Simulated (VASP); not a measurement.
# Sb in VASP: further runs

The runs below take Sb through single point, with PBE.

Program: VASP 6.6.1. These are calculated values, not measurements. Logs are shortened: lines on timing, memory, paths and dates and some standing lists are left out, and cuts for length are marked.

### 1 The cell of the first run

The typed cell holds 1 atom: a = 3.513 Å, b = 3.471 Å, c = 3.505 Å, α = 125.92°, β = 126.63°, γ = 78.80°.

### 2 Single point, PBE

The input, INCAR:

```
PREC = Accurate
ENCUT = 520
EDIFF = 1E-6
ISMEAR = -1
SIGMA = 0.05
LREAL = F
LASPH = T
NELM = 80
ALGO = Normal
ISIF = 2
LWAVE = F
LCHARG = F
GGA = PE
NBANDS = 8
```

The input, KPOINTS:

```
Automatic mesh
0
Gamma
  9 9 10
```

The input, POSCAR:

```
Sb
1.0
   -1.5775790000      1.5802120000      2.7118280000
    1.5669920000     -1.5442780000      2.6847840000
    1.6042890000      1.5709880000     -2.6909380000
Sb
1
Direct
    0.0177470000      0.0046650000      0.0170070000
```

Potentials or basis: VASP PAW PBE potentials, release 64 (Sb).

Launch:

```console
> cat potpaw_PBE.64/Sb/POTCAR > POTCAR
> mpirun -np 1 vasp_std > vasp.out
```

OUTCAR:

```text
PREC = Accurate
   ENCUT = 520
   EDIFF = 1E-6
   ISMEAR = -1
   LREAL = F
   LASPH = T
   NELM = 80
   ISIF = 2
   GGA = PE

 ion  position               nearest neighbor table
   1  0.018  0.005  0.017-

  LATTYP: Found a triclinic cell.
 ALAT       =     3.1513824357
 B/A-ratio  =     1.4306385747
 C/A-ratio  =     1.1146886877
 COS(alpha) =     0.0010512773
 COS(beta)  =     0.4511276234
 COS(gamma) =     0.7108653370

  Lattice vectors:

 A1 = (  -0.0267100000,  -3.1512000000,  -0.0208900000)
 A2 = (  -3.1979910000,  -3.1779100000,  -0.0147360000)
 A3 = (   1.5775790000,  -1.5802120000,  -2.7118280000)

Analysis of symmetry for initial positions (statically):
=====================================================================
 Subroutine PRICEL returns:
 Original cell was already a primitive cell.

 Routine SETGRP: Setting up the symmetry group for a
 triclinic supercell.

 Subroutine GETGRP returns: Found  2 space group operations
 (whereof  1 operations were pure point group operations)
 out of a pool of  2 trial point group operations.

The static configuration has the point symmetry C_1 .
 The point group associated with its full space group is S_2 .

Analysis of symmetry for dynamics (positions and initial velocities):
=====================================================================
 Subroutine PRICEL returns:
 Original cell was already a primitive cell.

 Routine SETGRP: Setting up the symmetry group for a
 triclinic supercell.

 Subroutine GETGRP returns: Found  2 space group operations
 (whereof  1 operations were pure point group operations)
 out of a pool of  2 trial point group operations.

The dynamic configuration has the point symmetry C_1 .
 The point group associated with its full space group is S_2 .

 Subroutine INISYM returns: Found  2 space group operations
 (whereof  1 operations are pure point group operations),
 and found     1 'primitive' translations

----------------------------------------------------------------------------------------

                                     Primitive cell

  volume of cell :      26.9619

  direct lattice vectors                    reciprocal lattice vectors
    -1.577579000  1.580212000  2.711828000    -0.002307225  0.316144564  0.183191831
     1.566992000 -1.544278000  2.684784000     0.315723747 -0.003908800  0.185946854
     1.604289000  1.570988000 -2.690938000     0.312676571  0.314698962 -0.001482057

  length of vectors
     3.512810352  3.471069518  3.504695966     0.365392878  0.366432799  0.443626275

  position of ions in fractional coordinates (direct lattice)
     0.017747000  0.004665000  0.017007000

  ion indices of the primitive-cell ions
   primitive index   ion index
                 1           1

----------------------------------------------------------------------------------------

 KPOINTS: Automatic mesh

Automatic generation of k-mesh.
 Grid dimensions read from file:
 generate k-points for:    9    9   10

 Generating k-lattice:

  Cartesian coordinates                     Fractional coordinates (reciprocal lattice)
    -0.000256358  0.035127174  0.020354648     0.111111111 -0.000000000  0.000000000
     0.035080416 -0.000434311  0.020660762     0.000000000  0.111111111 -0.000000000
     0.031267657  0.031469896 -0.000148206     0.000000000 -0.000000000  0.100000000

  Length of vectors
     0.040599209  0.040714755  0.044362627

  Shift w.r.t. Gamma in fractional coordinates (k-lattice)
     0.000000000  0.000000000  0.000000000

 Subroutine IBZKPT returns following result:
 ===========================================

 Found    406 irreducible k-points:

 Following reciprocal coordinates:
            Coordinates               Weight
  0.000000  0.000000  0.000000      1.000000
  0.111111  0.000000  0.000000      2.000000
  0.222222  0.000000  0.000000      2.000000
  0.333333  0.000000 -0.000000      2.000000
  0.444444  0.000000  0.000000      2.000000
 -0.000000  0.111111  0.000000      2.000000
[... 16 lines left out ...]
 -0.111111  0.222222  0.000000      2.000000
 -0.000000  0.333333  0.000000      2.000000
 [... further k-points ...]
   k-points           NKPTS =    406   k-points in BZ     NKDIM =    406   number of bands    NBANDS=      8
   number of dos      NEDOS =    301   number of ions     NIONS =      1
   total plane-waves  NPLWV =  21952
   dimension x,y,z NGX =    28 NGY =   28 NGZ =   28
   dimension x,y,z NGXF=    56 NGYF=   56 NGZF=   56
   ions per type =               1
   NGX,Y,Z   is equivalent  to a cutoff of  13.25, 13.41, 13.28 a.u.
   NGXF,Y,Z  is equivalent  to a cutoff of  26.50, 26.82, 26.56 a.u.
 SYSTEM =  unknown system
   PREC   = accura    normal or accurate (medium, high low for compatibility)
   ISTART =      0    job   : 0-new  1-cont  2-samecut
   ICHARG =      2    charge: 1-file 2-atom 10-const
   ISPIN  =      1    spin polarized calculation?
   LNONCOLLINEAR =      F non collinear calculations
   LSORBIT =      F    spin-orbit coupling
   LASPH  =      T    aspherical Exc in radial PAW
   ENCUT  =  520.0 eV  38.22 Ry    6.18 a.u.   6.53  6.45  6.52*2*pi/ulx,y,z
   NELM   =     80;   NELMIN=  2; NELMDL= -5     # of ELM steps
   EDIFF  = 0.1E-05   stopping-criterion for ELM
   LREAL  =      F    real-space projection
   EDIFFG = 0.1E-04   stopping-criterion for IOM
   NSW    =      0    number of steps for IOM
   IBRION =     -1    ionic relax: 0-MD 1-quasi-New 2-CG
   NFREE  =      0    steps in history (QN), initial steepest desc. (CG)
   ISIF   =      2    stress and relaxation
   ISYM   =      2    0-nonsym 1-usesym 2-fastsym
   POTIM  = 0.5000    time-step for ionic-motion
   TEBEG  =    0.0;   TEEND  =   0.0 temperature during run
   PSTRESS=    0.0 pullay stress
   NELECT =       5.0000    total number of electrons
   NUPDOWN=      -1.0000    fix difference up-down
   EMIN   =  10.00;   EMAX   =-10.00  energy-range for DOS
   EFERMI =   0.00;   METHOD = LEGACY
   ISMEAR =    -1;   SIGMA  =   0.05  broadening in eV -4-tet -1-fermi 0-gaus
   EFERMI_NEDOS =   21; number of points for ismear=-14 and -15
   IALGO  =     38    algorithm
   IMIX   =      4    mixing-type and parameters
     AMIX     =   0.40;   BMIX     =  1.00
     AMIX_MAG =   1.60;   BMIX_MAG =  1.00
  volume/ion in A,a.u.               =      26.96       181.95
  Fermi-wavevector in a.u.,A,eV,Ry     =   0.933573  1.764197 11.858268  0.871558
  Thomas-Fermi vector in A             =   2.060288
   LORBIT       =      0    0 simple, 1 ext, 2 COOP (PROOUT), +10 PAW based schemes
   GGA     = PE    functional components
   LHFCALC =     F    Hartree Fock is set to
   AEXX    =    0.0000 exact exchange contribution
   IVDW    =     0    specifies the selected vdW correction
   LEPSILON=     F    determine dielectric tensor
   LRPA    =     F    only Hartree local field effects (RPA)
 non-spin polarized calculation
  energy-cutoff  :      520.00
  volume of cell :       26.96
 maximum number of plane-waves:       745
 NGX is ok and might be reduce to    28
   NGX = 13   NGY = 13   NGZ = 13

 number of electron       5.0000000 magnetization

 Free energy of the ion-electron system (eV)
  ---------------------------------------------------
  ext. energy  EPLUGINS =         0.00000000
  ---------------------------------------------------
  free energy    TOTEN  =        -3.83231157 eV

  energy without entropy =       -3.82477593  energy(sigma->0) =       -3.82854375

 E-fermi :   8.4995     XC(G=0): -10.2150

 val. band max:        8.4841529453   @ k =  -0.4444   0.1111   0.2000
 cond. band min:       8.5065806215   @ k =  -0.2222  -0.2222   0.2000
 fundamental gap:      0.0224276762
 Fermi energy:         8.4995201494

 k-point     1 :       0.0000    0.0000    0.0000
  band No.  band energies     occupation
      1      -4.4289      2.00000
      2      13.2173      0.00000
      3      13.8570      0.00000
      4      14.0310      0.00000
      5      17.8751      0.00000
      6      19.1099      0.00000
      7      19.1370      0.00000
      8      19.2918      0.00000

 k-point     2 :       0.1111    0.0000    0.0000
  band No.  band energies     occupation
      1      -4.1834      2.00000
      2      11.7585      0.00000
      3      12.9597      0.00000
      4      13.8124      0.00000
      5      17.3781      0.00000
      6      18.2074      0.00000
      7      19.3477      0.00000
      8      19.5146      0.00000

 k-point     3 :       0.2222    0.0000    0.0000
  band No.  band energies     occupation
      1      -3.4549      2.00000
      2       8.5218      0.78113
      3      11.9219      0.00000
      4      13.7463      0.00000
      5      16.1494      0.00000
      6      17.9020      0.00000
      7      20.3505      0.00000
      8      20.8535      0.00000

 k-point     4 :       0.3333    0.0000   -0.0000
  band No.  band energies     occupation
      1      -2.2884      2.00000
      2       5.4526      2.00000
      3      11.0575      0.00000
      4      13.7531      0.00000
      5      15.3360      0.00000
      6      17.9402      0.00000
      7      19.8507      0.00000
      8      20.6476      0.00000

 k-point     5 :       0.4444    0.0000    0.0000
  band No.  band energies     occupation
      1      -0.9536      2.00000
      2       3.1284      2.00000
      3      10.5819      0.00000
      4      13.8054      0.00000
      5      14.9341      0.00000
      6      18.3596      0.00000
      7      19.1082      0.00000
      8      19.4699      0.00000
[... 177 lines left out ...]
 k-point    22 :      -0.2222    0.2222   -0.0000
  band No.  band energies     occupation
      1      -2.9298      2.00000
      2      10.0871      0.00000
      3      10.3291      0.00000
      4      11.0433      0.00000
      5      14.7471      0.00000
      6      17.0170      0.00000
      7      19.3136      0.00000
      8      20.5947      0.00000

 k-point    23 :      -0.1111    0.2222    0.0000
  band No.  band energies     occupation
      1      -3.4324      2.00000
      2       9.4212      0.00000
      3      11.5215      0.00000
      4      12.7837      0.00000
      5      16.1182      0.00000
      6      18.0472      0.00000
      7      19.3878      0.00000
      8      20.5684      0.00000

 k-point    24 :      -0.0000    0.3333    0.0000
  band No.  band energies     occupation
      1      -2.2776      2.00000
      2       5.4816      2.00000
      3      10.8598      0.00000
      4      13.8249      0.00000
      5      15.1138      0.00000
      6      17.9784      0.00000
      7      19.9829      0.00000
      8      20.6298      0.00000

 [... further k-points ...]
[... 5 lines left out ...]
  --------------------------------------------------------------------------------------
  -------------------------------------------------------------------------------------
  Total        0.3490666      0.3149230      0.2912402      0.0573045      0.0148012     -0.0058089
  in kB       20.7428718     18.7139292     17.3066078      3.4052507      0.8795411     -0.3451846
  external PRESSURE =      18.9211363 kB  Pullay stress =       0.0000000 kB

 VOLUME and BASIS-vectors are now :
 -----------------------------------------------------------------------------
  energy-cutoff  :      520.00
  volume of cell :       26.96
      direct lattice vectors                 reciprocal lattice vectors
    -1.577579000  1.580212000  2.711828000    -0.002307225  0.316144564  0.183191831
     1.566992000 -1.544278000  2.684784000     0.315723747 -0.003908800  0.185946854
     1.604289000  1.570988000 -2.690938000     0.312676571  0.314698962 -0.001482057

 POSITION                                       TOTAL-FORCE (eV/Angst)
 -----------------------------------------------------------------------------------
      0.00660      0.04756      0.01489        -0.000000     -0.000000      0.000000
 -----------------------------------------------------------------------------------
    total drift:                                0.000000     -0.000000     -0.000001

  FREE ENERGIE OF THE ION-ELECTRON SYSTEM (eV)
  ---------------------------------------------------
  free  energy   TOTEN  =        -3.8323115737 eV

  energy  without entropy=       -3.8247759291  energy(sigma->0) =       -3.82854375
```

It took 38 s on 1 thread of Intel Xeon 6975P-C (Granite Rapids), shared host; peak memory 0.22 GiB.

Results:

```yaml
Free_energy: -3.8323 eV
Pressure: 1.9 GPa
Band_gap_on_the_k_mesh: zero (an odd number of electrons rules out a gap without spin polarisation)
```

Levels at points of the mesh, in eV from the Fermi level:
```csv
k point,band 1,band 2,band 3,band 4,band 5,band 6
"(0.00, 0.00, 0.00)",-12.93,4.72,5.36,5.53,9.38,10.61
"(0.00, 0.00, 0.50)",-6.75,-4.49,-0.87,0.74,3.59,4.48
```

Caveat: spin-orbit coupling is left out, which moves the levels of the heavy elements.

### 3 Single point, PBE

The input, INCAR:

```
ALGO = Normal ; EDIFF = 1E-6
ENCUT = 520 ; GGA = PE
ISIF = 2 ; ISMEAR = -1
LASPH = T ; LCHARG = F
LREAL = F ; LWAVE = F
NBANDS = 8 ; NELM = 100
PREC = Accurate ; SIGMA = 0.05
```

The input, KPOINTS:

```
k-points
0
Gamma
  11 11 13
```

POSCAR is that of step 2.

Potentials or basis: VASP PAW PBE potentials, release 64 (Sb).

Launch:

```console
> cat potpaw_PBE.64/Sb/POTCAR > POTCAR
> mpirun -np 1 vasp_std > vasp.out
```

Run time: 68 s. Hardware: 1 thread of Intel Xeon 6975P-C (Granite Rapids), shared host; peak memory 0.29 GiB.

The run converged. Its results:

- Free energy: -3.8433 eV
- Pressure: 1.5 GPa
- Band gap on the k mesh: zero (an odd number of electrons rules out a gap without spin polarisation)

Stress tensor (GPa, compression positive):
```
1.26 0.14 0.15
0.14 1.89 0.10
0.15 0.10 1.47
```

Levels at points of the mesh, in eV from the Fermi level:
| k point | band 1 | band 2 | band 3 | band 4 | band 5 | band 6 | band 7 | band 8 |
| --- | --- | --- | --- | --- | --- | --- | --- | --- |
| (0.00, 0.00, 0.00) | -12.95 | 4.70 | 5.33 | 5.51 | 9.35 | 10.59 | 10.62 | 10.78 |

Caveat: spin-orbit coupling is left out, which moves the levels of the heavy elements.

### 4 Single point, PBE, non-collinear spin, zero start, spin-orbit coupling

The input, INCAR:

```
  PREC = Accurate
  ENCUT = 520
  EDIFF = 1E-6
  ISMEAR = 1
  SIGMA = 0.05
  LREAL = False
  LASPH = True
  NELM = 150
  ALGO = Normal
  ISIF = 2
  LWAVE = False
  LCHARG = False
  MAGMOM = 0 0 0
  LORBIT = 11
  LSORBIT = True
  GGA_COMPAT = False
  LORBMOM = True
  GGA = PE
  NBANDS = 16
```

The input, KPOINTS:

```
regular mesh
0
Gamma
  10 10 10
```

The input, POSCAR:

```
Sb
1.0
   -1.5765401831      1.5765401831      2.7119384313
    1.5765401831     -1.5765401831      2.7119384313
    1.5765401831      1.5765401831     -2.7119384313
Sb
1
Direct
    0.0000000000      0.0000000000      0.0000000000
```

Launch:

```console
> cat potpaw_PBE.64/Sb/POTCAR > POTCAR
> mpirun -np 1 vasp_ncl > vasp.out
```

Run time: 57 s. Hardware: 1 thread of Intel Xeon 6975P-C (Granite Rapids), shared host; peak memory 0.27 GiB.

The run converged. Its results:

```yaml
Free_energy: -3.9182 eV
Pressure: 2.1 GPa
Net_moment: 0.00 μB per cell
Valence_electrons_inside_the_program's_atomic_spheres: Sb 2.35
```

Moments on the atoms (μB; x, y, z):
```
Sb  0.00 0.00 0.00
```

### 5 Single point, PBE, non-collinear spin, zero start, spin-orbit coupling

The input, INCAR:

```
SYSTEM = Sb
PREC = Accurate ; ENCUT = 520
EDIFF = 1E-6 ; ISMEAR = 1
SIGMA = 0.05 ; LREAL = .False.
LASPH = .True. ; NELM = 150
ALGO = Normal ; ISIF = 2
LWAVE = .False. ; LCHARG = .False.
MAGMOM = 0 0 0 ; LORBIT = 11
LSORBIT = .True. ; GGA_COMPAT = .False.
LORBMOM = .True. ; GGA = PE
NBANDS = 16
```

The input, KPOINTS:

```
regular mesh
0
Gamma
  10 10 10
  0 0 0
```

POSCAR is that of step 4.

Launch:

```console
> cat potpaw_PBE.64/Sb/POTCAR > POTCAR
> mpirun -np 1 vasp_ncl > vasp.out
```

Run time: 56 s. Hardware: 1 thread of Intel Xeon 6975P-C (Granite Rapids), shared host; peak memory 0.27 GiB.

The run converged. Its results:

- Free energy: -3.9182 eV
- Pressure: 2.1 GPa
- Net moment: 0.00 μB per cell
- Valence electrons inside the program's atomic spheres: Sb 2.35

Moments on the atoms (μB; x, y, z):
```
Sb  0.00 0.00 0.00
```

### 6 Single point, PBE

The input, INCAR:

```
PREC     = Accurate       # precision mode
ENCUT    = 520            # plane-wave cutoff, eV
EDIFF    = 1E-6           # SCF threshold, eV
ISMEAR   = -1             # smearing method
SIGMA    = 0.05           # smearing width, eV
LREAL    = False          # projectors in reciprocal space
LASPH    = True           # aspherical terms in the spheres
NELM     = 60             # most SCF steps
ALGO     = Normal         # electronic algorithm
ISIF     = 2              # what is computed and relaxed
LWAVE    = False          # write WAVECAR
LCHARG   = True           # write CHGCAR
GGA      = PE             # functional
LELF     = True           # ELF
LVHAR    = True         
NBANDS   = 8              # bands
```

The input, KPOINTS:

```
regular mesh
0
Gamma
  13 13 16
```

The input, POSCAR:

```
Sb
1.0
   -1.5775790000      1.5802120000      2.7118280000
    1.5669920000     -1.5442780000      2.6847840000
    1.6042890000      1.5709880000     -2.6909380000
Sb
1
Direct
    0.0177470000      0.0046650000      0.0170070000
```

Potentials or basis: VASP PAW PBE potentials, release 64 (Sb).

Launch:

```console
> cat potpaw_PBE.64/Sb/POTCAR > POTCAR
> mpirun -np 1 vasp_std > vasp.out
```

It took 2 min on 1 thread of Intel Xeon 6975P-C (Granite Rapids), shared host; peak memory 0.4 GiB.

It converged, with:

* Free energy: -3.8415 eV
* Pressure: 1.8 GPa
* Band gap on the k mesh: zero (an odd number of electrons rules out a gap without spin polarisation)

Stress tensor (GPa, compression positive):
```
1.21 0.06 0.09
0.06 1.89 0.01
0.09 0.01 2.17
```

Levels at points of the mesh, in eV from the Fermi level:
```csv
k point,band 1,band 2,band 3,band 4,band 5,band 6,band 7
"(0.00, 0.00, 0.00)",-12.95,4.70,5.33,5.51,9.35,10.60,10.62
"(0.00, 0.00, 0.50)",-6.77,-4.51,-0.90,0.73,3.57,4.47,15.73
```

Caveat: spin-orbit coupling is left out, which moves the levels of the heavy elements.

### 7 Overview

```csv
spin,cell,k mesh,smearing,gap on the mesh (eV),pressure (GPa)
off,"a = 3.513, b = 3.471, c = 3.505 Å, angles 125.9, 126.6, 78.8°, 1 atom",9 × 9 × 10,fermi-dirac 0.05 eV,none,1.9
off,"a = 3.513, b = 3.471, c = 3.505 Å, angles 125.9, 126.6, 78.8°, 1 atom",11 × 11 × 13,fermi-dirac 0.05 eV,none,1.5
"non-collinear, zero start, SOC","a = 3.511 Å, angles 126.6, 126.6, 78.8°, 1 atom",10 × 10 × 10,methfessel-paxton 0.05 eV,-,2.1
off,"a = 3.513, b = 3.471, c = 3.505 Å, angles 125.9, 126.6, 78.8°, 1 atom",13 × 13 × 16,fermi-dirac 0.05 eV,none,1.8
```

Alike in all rows: task single point; level PBE; potentials or basis VASP PAW PBE potentials, release 64 (Sb); cutoff (eV) 520.

Caveats: spin-orbit coupling is left out, which moves the levels of the heavy elements (at least some runs).

Absolute energies hang on the potentials; compare differences alone.
